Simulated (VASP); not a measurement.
Here is a VASP 6.6.1 calculation.

File INCAR:

```
PREC = Accurate
ENCUT = 520
EDIFF = 1E-6
ISMEAR = 0
SIGMA = 0.02
LREAL = False
LASPH = True
NELM = 60
ALGO = Normal
ISIF = 2
LWAVE = False
LCHARG = False
GGA = PE
NBANDS = 10
```

Contents of KPOINTS:

```
regular mesh
0
Gamma
  14 14 14
```

POSCAR

```
Br
1.0
    3.0974407540      0.0000000000      0.0000000000
    0.0000000000      3.0974407540      0.0000000000
    0.0000000000      0.0000000000      3.0974407540
Br
1
Direct
    0.0000000000      0.0000000000      0.0000000000
```

Potentials or basis: VASP PAW PBE potentials, release 64 (Br).

Command:

```bash
$ cat potpaw_PBE.64/Br/POTCAR > POTCAR
$ mpirun -np 1 vasp_std > vasp.out
```

Predict the band gap on the k mesh.

zero (an odd number of electrons rules out a gap without spin polarisation).

Predict the pressure.

0.0 GPa.

Caveat: an odd number of electrons without spin polarisation forces a metal; a magnetic or distorted state may lie lower.
